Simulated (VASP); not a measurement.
# MgTi (P-6m2) in VASP: single point with LDA

Aim: the single point of MgTi with LDA.

Everything below comes from runs of VASP 6.6.1. Logs are shortened: lines on timing, memory, paths and dates and some standing lists are left out, and cuts for length are marked.

## 1. The cell of the first run

Symmetry: P-6m2, No. 187, hexagonal system. Conventional cell: a = 2.894 Å, b = 2.894 Å, c = 5.259 Å, α = 90.00°, β = 90.00°, γ = 120.00°. Mg (site symmetry -6m2) has 6 Mg at 2.89 Å and 6 Ti at 3.12 Å within 3.8 Å. Within 3.8 Å of Ti (site symmetry -6m2) lie 6 Ti at 2.89 Å and 6 Mg at 3.12 Å.

## 2. Single point, LDA, collinear spin

The input, POSCAR:

```
MgTi
1.0
    2.8943431265      0.0000000000      0.0000000000
   -1.4471715632      2.5065746748      0.0000000000
    0.0000000000      0.0000000000      5.2589210000
Mg Ti
1 1
Direct
    0.0000000000      0.0000000000      0.0000000000
    0.6666666667      0.3333333333      0.5000000000
```

The input, INCAR.step1:

```
ALGO     = Normal         # electronic algorithm
EDIFF    = 1E-6           # SCF threshold, eV
ENCUT    = 520            # plane-wave cutoff, eV
ISIF     = 2              # what is computed and relaxed
ISMEAR   = -1             # smearing method
ISPIN    = 2              # spin polarisation
LASPH    = T              # aspherical terms in the spheres
LCHARG   = T              # write CHGCAR
LMAXMIX  = 4              # l up to which the mixer works
LREAL    = F              # projectors in reciprocal space
LWAVE    = F              # write WAVECAR
MAGMOM   = 0 1            # initial moments
NBANDS   = 18             # bands
NELM     = 150            # most SCF steps
PREC     = Accurate       # precision mode
SIGMA    = 0.03           # smearing width, eV
```

The input, KPOINTS.step1:

```
k-points
0
Gamma
  13 13 6
```

The input, INCAR.step2:

```
ALGO     = Normal         # electronic algorithm
EDIFF    = 1E-6           # SCF threshold, eV
ENCUT    = 520            # plane-wave cutoff, eV
ICHARG   = 11             # starting density
ISIF     = 2              # what is computed and relaxed
ISMEAR   = -5             # smearing method
ISPIN    = 2              # spin polarisation
LASPH    = T              # aspherical terms in the spheres
LCHARG   = F              # write CHGCAR
LMAXMIX  = 4              # l up to which the mixer works
LORBIT   = 11             # projections on sites
LREAL    = F              # projectors in reciprocal space
LWAVE    = F              # write WAVECAR
MAGMOM   = 0 1            # initial moments
NEDOS    = 2001           # points of the DOS
NELM     = 150            # most SCF steps
PREC     = Accurate       # precision mode
SIGMA    = 0.03           # smearing width, eV
```

The input, KPOINTS.step2:

```
k-points
0
Gamma
  20 20 9
```

Potentials or basis: VASP PAW LDA potentials, release 64 (Mg, Ti_sv).

The run is started by

```console
> cat potpaw_LDA.64/Mg/POTCAR potpaw_LDA.64/Ti_sv/POTCAR > POTCAR
> cp INCAR.step1 INCAR
> cp KPOINTS.step1 KPOINTS
> mpirun -np 1 vasp_std > vasp.out
> cp INCAR.step2 INCAR
> cp KPOINTS.step2 KPOINTS
> mpirun -np 1 vasp_std > vasp.out
```

OUTCAR:

```text
EDIFF = 1E-6
   ENCUT = 520
   ICHARG = 11
   ISIF = 2
   ISMEAR = -5
   ISPIN = 2
   LASPH = T
   LORBIT = 11
   LREAL = F
   NELM = 150
   PREC = Accurate

 ion  position               nearest neighbor table
   1  0.000  0.000  0.000-   2 3.12   2 3.12   2 3.12   2 3.12   2 3.12   2 3.12
   2  0.667  0.333  0.500-   1 3.12   1 3.12   1 3.12   1 3.12   1 3.12   1 3.12

  LATTYP: Found a hexagonal cell.
 ALAT       =     2.8943431265
 C/A-ratio  =     1.8169652906

  Lattice vectors:

 A1 = (   2.8943431265,   0.0000000000,   0.0000000000)
 A2 = (  -1.4471715632,   2.5065746748,   0.0000000000)
 A3 = (   0.0000000000,   0.0000000000,   5.2589210000)

Analysis of symmetry for initial positions (statically):
=====================================================================
 Subroutine PRICEL returns:
 Original cell was already a primitive cell.

 Routine SETGRP: Setting up the symmetry group for a
 hexagonal supercell.

 Subroutine GETGRP returns: Found 12 space group operations
 (whereof 12 operations were pure point group operations)
 out of a pool of 24 trial point group operations.

The static configuration has the point symmetry D_3h.

Analysis of symmetry for dynamics (positions and initial velocities):
=====================================================================
 Subroutine PRICEL returns:
 Original cell was already a primitive cell.

 Routine SETGRP: Setting up the symmetry group for a
 hexagonal supercell.

 Subroutine GETGRP returns: Found 12 space group operations
 (whereof 12 operations were pure point group operations)
 out of a pool of 24 trial point group operations.

The dynamic configuration has the point symmetry D_3h.

Analysis of structural, dynamic, and magnetic symmetry:
=====================================================================
 Subroutine PRICEL returns:
 Original cell was already a primitive cell.

 Routine SETGRP: Setting up the symmetry group for a
 hexagonal supercell.

 Subroutine GETGRP returns: Found 12 space group operations
 (whereof 12 operations were pure point group operations)
 out of a pool of 24 trial point group operations.

The overall configuration has the point symmetry D_3h.

 Subroutine INISYM returns: Found 12 space group operations
 (whereof 12 operations are pure point group operations),
 and found     1 'primitive' translations

----------------------------------------------------------------------------------------

                                     Primitive cell

  volume of cell :      38.1529

  direct lattice vectors                    reciprocal lattice vectors
     2.894343126  0.000000000  0.000000000     0.345501537  0.199475406  0.000000000
    -1.447171563  2.506574675  0.000000000     0.000000000  0.398950811  0.000000000
     0.000000000  0.000000000  5.258921000     0.000000000  0.000000000  0.190153075

  length of vectors
     2.894343126  2.894343126  5.258921000     0.398950811  0.398950811  0.190153075

  position of ions in fractional coordinates (direct lattice)
     0.000000000  0.000000000  0.000000000
     0.666666667  0.333333333  0.500000000

  ion indices of the primitive-cell ions
   primitive index   ion index
                 1           1
                 2           2

----------------------------------------------------------------------------------------

 KPOINTS: k-points

Automatic generation of k-mesh.
 Grid dimensions read from file:
 generate k-points for:   20   20    9

 Generating k-lattice:

  Cartesian coordinates                     Fractional coordinates (reciprocal lattice)
     0.017275077  0.009973770  0.000000000     0.050000000  0.000000000  0.000000000
     0.000000000  0.019947541  0.000000000     0.000000000  0.050000000  0.000000000
     0.000000000  0.000000000  0.021128119     0.000000000  0.000000000  0.111111111

  Length of vectors
     0.019947541  0.019947541  0.021128119

  Shift w.r.t. Gamma in fractional coordinates (k-lattice)
     0.000000000  0.000000000  0.000000000

[... 37 lines left out ...]
   dimension x,y,z NGX =    24 NGY =   24 NGZ =   40
   dimension x,y,z NGXF=    48 NGYF=   48 NGZF=   80
   ions per type =               1   1
   NGX,Y,Z   is equivalent  to a cutoff of  13.79, 13.79, 12.64 a.u.
   NGXF,Y,Z  is equivalent  to a cutoff of  27.57, 27.57, 25.29 a.u.
 SYSTEM =  unknown system
   PREC   = accura    normal or accurate (medium, high low for compatibility)
   ISTART =      0    job   : 0-new  1-cont  2-samecut
   ICHARG =     11    charge: 1-file 2-atom 10-const
   ISPIN  =      2    spin polarized calculation?
   LNONCOLLINEAR =      F non collinear calculations
   LSORBIT =      F    spin-orbit coupling
   LASPH  =      T    aspherical Exc in radial PAW
   ENCUT  =  520.0 eV  38.22 Ry    6.18 a.u.   5.38  5.38  9.78*2*pi/ulx,y,z
   NELM   =    150;   NELMIN=  2; NELMDL=  0     # of ELM steps
   EDIFF  = 0.1E-05   stopping-criterion for ELM
   LREAL  =      F    real-space projection
   EDIFFG = 0.1E-04   stopping-criterion for IOM
   NSW    =      0    number of steps for IOM
   IBRION =     -1    ionic relax: 0-MD 1-quasi-New 2-CG
   NFREE  =      0    steps in history (QN), initial steepest desc. (CG)
   ISIF   =      2    stress and relaxation
   ISYM   =      2    0-nonsym 1-usesym 2-fastsym
   POTIM  = 0.5000    time-step for ionic-motion
   TEBEG  =    0.0;   TEEND  =   0.0 temperature during run
   PSTRESS=    0.0 pullay stress
   NELECT =      14.0000    total number of electrons
   NUPDOWN=      -1.0000    fix difference up-down
   EMIN   =  10.00;   EMAX   =-10.00  energy-range for DOS
   EFERMI =   0.00;   METHOD = LEGACY
   ISMEAR =    -5;   SIGMA  =   0.03  broadening in eV -4-tet -1-fermi 0-gaus
   EFERMI_NEDOS =   21; number of points for ismear=-14 and -15
   IALGO  =     38    algorithm
   IMIX   =      4    mixing-type and parameters
     AMIX     =   0.40;   BMIX     =  1.00
     AMIX_MAG =   1.60;   BMIX_MAG =  1.00
  volume/ion in A,a.u.               =      19.08       128.73
  Fermi-wavevector in a.u.,A,eV,Ry     =   1.172038  2.214831 18.689961  1.373673
  Thomas-Fermi vector in A             =   2.308473
   LORBIT       =     11    0 simple, 1 ext, 2 COOP (PROOUT), +10 PAW based schemes
   GGA     = CA    functional components
   LHFCALC =     F    Hartree Fock is set to
   AEXX    =    0.0000 exact exchange contribution
   IVDW    =     0    specifies the selected vdW correction
   LEPSILON=     F    determine dielectric tensor
   LRPA    =     F    only Hartree local field effects (RPA)
 spin polarized calculation
 Fermi weights with tetrahedron method with Bloechl corrections
  energy-cutoff  :      520.00
  volume of cell :       38.15
 maximum number of plane-waves:      1063
 NGX is ok and might be reduce to    24

 number of electron      13.9999996 magnetization       0.0001094

 Free energy of the ion-electron system (eV)
  ---------------------------------------------------
  ext. energy  EPLUGINS =         0.00000000
  ---------------------------------------------------
  free energy    TOTEN  =        -9.98300712 eV

  energy without entropy =       -9.98300712  energy(sigma->0) =       -9.98300712

 E-fermi :   5.0454     XC(G=0): -10.3079

 val. band max:        5.0705430799   @ k =   0.3500   0.1000   0.4444
 cond. band min:       4.9823340797   @ k =   0.2000   0.2000   0.0000
 fundamental gap:     -0.0882090002
 Fermi energy:         5.0453908605

 spin component 1

 k-point     1 :       0.0000    0.0000    0.0000
  band No.  band energies     occupation
      1     -50.9726      1.00000
      2     -27.6767      1.00000
      3     -27.2649      1.00000
      4     -27.2649      1.00000
      5      -1.6366      1.00000
      6       2.7492      1.00000
      7       3.7972      1.00000
      8       6.1825      0.00000
      9       6.1825      0.00000
     10       7.6282      0.00000
     11       7.6282      0.00000
     12       7.8988      0.00000
[... 333 lines left out ...]
      1     -50.9108      1.00000
      2     -27.6251      1.00000
      3     -27.6186      1.00000
      4     -27.3708      1.00000
      5       0.6864      1.00000
      6       4.0376      1.00000
      7       4.3477      1.00000
      8       5.3570      0.00000
      9       7.0421      0.00000
     10       7.7841      0.00000
     11       8.4931      0.00000
     12       8.7602      0.00000

 [... further k-points ...]

 spin component 2

 k-point     1 :       0.0000    0.0000    0.0000
  band No.  band energies     occupation
      1     -50.9727      1.00000
      2     -27.6768      1.00000
      3     -27.2649      1.00000
      4     -27.2649      1.00000
      5      -1.6366      1.00000
      6       2.7493      1.00000
      7       3.7973      1.00000
      8       6.1825      0.00000
      9       6.1825      0.00000
     10       7.6282      0.00000
     11       7.6282      0.00000
     12       7.8988      0.00000
[... 333 lines left out ...]
      1     -50.9109      1.00000
      2     -27.6252      1.00000
      3     -27.6187      1.00000
      4     -27.3708      1.00000
      5       0.6865      1.00000
      6       4.0376      1.00000
      7       4.3477      1.00000
      8       5.3570      0.00000
      9       7.0421      0.00000
     10       7.7841      0.00000
     11       8.4931      0.00000
     12       8.7603      0.00000

 [... further k-points ...]

------------------------ aborting loop because EDIFF is reached ----------------------------------------

  FORCE on cell =-STRESS in cart. coord.  units (eV):
  Direction    XX          YY          ZZ          XY          YZ          ZX
  --------------------------------------------------------------------------------------
  -------------------------------------------------------------------------------------
  Total       -1.2748006     -1.2748006     -1.2508521     -0.0000000     -0.0000000      0.0000000
  in kB      -53.5334849    -53.5334849    -52.5278030     -0.0000000     -0.0000000      0.0000000
  external PRESSURE =     -53.1982576 kB  Pullay stress =       0.0000000 kB

 VOLUME and BASIS-vectors are now :
 -----------------------------------------------------------------------------
  energy-cutoff  :      520.00
  volume of cell :       38.15
      direct lattice vectors                 reciprocal lattice vectors
     2.894343126  0.000000000  0.000000000     0.345501537  0.199475406  0.000000000
    -1.447171563  2.506574675  0.000000000     0.000000000  0.398950811  0.000000000
     0.000000000  0.000000000  5.258921000     0.000000000  0.000000000  0.190153075

 POSITION                                       TOTAL-FORCE (eV/Angst)
 -----------------------------------------------------------------------------------
      0.00000      0.00000      0.00000         0.000000      0.000000      0.000000
      1.44717      0.83552      2.62946        -0.000000      0.000000      0.000000
 -----------------------------------------------------------------------------------
    total drift:                               -0.003150      0.001819      0.000000

  FREE ENERGIE OF THE ION-ELECTRON SYSTEM (eV)
  ---------------------------------------------------
  free  energy   TOTEN  =        -9.9830071244 eV

  energy  without entropy=       -9.9830071244  energy(sigma->0) =       -9.98300712

 total charge

# of ion       s       p       d       tot
------------------------------------------
    1        0.229   0.172   0.018   0.419
    2        2.231   6.065   1.931  10.227
--------------------------------------------------
tot          2.459   6.237   1.949  10.646

 magnetization (x)

# of ion       s       p       d       tot
------------------------------------------
    1        0.000   0.000   0.000   0.000
    2       -0.000   0.000  -0.000  -0.000
--------------------------------------------------
tot          0.000   0.000  -0.000  -0.000
```

It took 2.4 min on 1 thread of AMD EPYC 7R13 (Zen 3), shared host; peak memory 0.27 GiB.

What came out:

```
Net moment                                            : 0.00 μB per cell
Valence electrons inside the program's atomic spheres : Mg 0.42; Ti 10.23
```

Levels at points of the mesh, in eV from the Fermi level:
Spin up:
| k point | band 4 | band 5 | band 6 | band 7 | band 8 | band 9 | band 10 | band 11 |
| --- | --- | --- | --- | --- | --- | --- | --- | --- |
| (0.00, 0.00, 0.00) | -32.31 | -6.68 | -2.30 | -1.25 | 1.14 | 1.14 | 2.58 | 2.58 |
| (0.50, 0.00, 0.00) | -32.44 | -2.11 | -1.01 | -0.78 | -0.40 | 2.02 | 3.67 | 3.74 |
Spin down:
```csv
k point,band 3,band 4,band 5,band 6,band 7,band 8,band 9,band 10,band 11,band 12
"(0.00, 0.00, 0.00)",-32.31,-32.31,-6.68,-2.30,-1.25,1.14,1.14,2.58,2.58,2.85
"(0.50, 0.00, 0.00)",-32.64,-32.44,-2.11,-1.01,-0.78,-0.40,2.02,3.67,3.74,4.32
```

Caveat: tetrahedron occupations give inexact forces and stress in metals.
